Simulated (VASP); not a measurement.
A run of VASP 6.6.1:

The input POSCAR:

```
MgO
1.0
    0.0000000000      2.1021086852      2.1336403155
    2.1021086852      0.0000000000      2.1336403155
    2.1021086852      2.1021086852      0.0000000000
Mg O
1 1
Direct
    0.0000000000      0.0000000000      0.0000000000
    0.5000000000      0.5000000000      0.5000000000
```

Contents of INCAR.step1:

```
PREC = Accurate
ENCUT = 520
ISMEAR = 0
SIGMA = 0.05
LREAL = False
LASPH = True
NELM = 100
NBANDS = 11
GGA = PE
ALGO = Normal
EDIFF = 1E-4
LWAVE = True
LCHARG = False
```

File INCAR.step2:

```
PREC = Accurate
ENCUT = 520
EDIFF = 1E-7
ISMEAR = 0
SIGMA = 0.05
LREAL = False
LASPH = True
NELM = 100
ALGO = Normal
ISIF = 2
LWAVE = False
LCHARG = False
METAGGA = R2SCAN
LMIXTAU = True
NBANDS = 11
ISTART = 1
```

File KPOINTS:

```
Automatic mesh
0
Gamma
  10 10 10
```

Potentials or basis: VASP PAW PBE potentials, release 64 (Mg, O).

Command:

```bash
$ cat potpaw_PBE.64/Mg/POTCAR potpaw_PBE.64/O/POTCAR > POTCAR
$ cp INCAR.step1 INCAR
$ mpirun -np 1 vasp_std > vasp.out
$ cp INCAR.step2 INCAR
$ mpirun -np 1 vasp_std > vasp.out
```

Hardware: 1 thread of AMD EPYC 7R13 Processor (Zen 3) (shared host).

How long does it take, and how much memory?

Run time: 100 s on 1 thread of AMD EPYC 7R13 Processor (Zen 3) (shared host), peak memory 0.13 GiB. Counts: k points 102.
